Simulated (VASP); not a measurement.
Set up this calculation in VASP 6.6.1, as the native input.

```yaml
Task: single point
Functional: PBE
Potentials_or_basis: VASP PAW PBE potentials, release 64 (Al, N)
Cutoff: 600 eV
k_mesh: 5 × 5 × 5
Occupations: gaussian, width 0.01 eV
Spin: no spin polarisation
Dipole_correction: no
Further_INCAR_settings: ALGO = Normal; EDIFF = 1e-06; NBANDS = 11
```

The structure of AlN lies in POSCAR:

```
AlN
1.0
    0.0000000000      2.1839935000      2.1839935000
    2.1839935000      0.0000000000      2.1839935000
    2.1839935000      2.1839935000      0.0000000000
Al N
1 1
Direct
    0.0000000000      0.0000000000      0.0000000000
    0.2500000000      0.2500000000      0.2500000000
```

One way to write it, as run:

INCAR

```
SYSTEM = AlN
PREC     = Accurate       ! precision mode
ENCUT    = 600            ! plane-wave cutoff, eV
EDIFF    = 1E-6           ! SCF threshold, eV
ISMEAR   = 0              ! smearing method
SIGMA    = 0.01           ! smearing width, eV
LREAL    = .False.        ! projectors in reciprocal space
LASPH    = .True.         ! aspherical terms in the spheres
NELM     = 120            ! most SCF steps
ALGO     = Normal         ! electronic algorithm
ISIF     = 2              ! what is computed and relaxed
LWAVE    = .False.        ! write WAVECAR
LCHARG   = .False.        ! write CHGCAR
GGA      = PE             ! functional
NBANDS   = 11             ! bands
GGA_COMPAT= .False.
```

KPOINTS

```
Automatic mesh
0
Gamma
  5 5 5
  0 0 0
```

Potentials or basis: VASP PAW PBE potentials, release 64 (Al, N).

Launch:

```sh
$ cat potpaw_PBE.64/Al/POTCAR potpaw_PBE.64/N/POTCAR > POTCAR
$ mpirun -np 1 vasp_std > vasp.out
```

It gave:

```
Pressure               : 4.5 GPa
Band gap on the k mesh : 3.89 eV (least direct gap 4.19 eV)
```

Caveat: the k points lie up to 0.50 Å⁻¹ apart; an odd mesh through Γ misses points on the zone boundary, where band edges can lie.

Wall time 6.9 s on 1 thread of Intel Xeon 8259CL, on a shared host, peak memory 0.15 GiB.
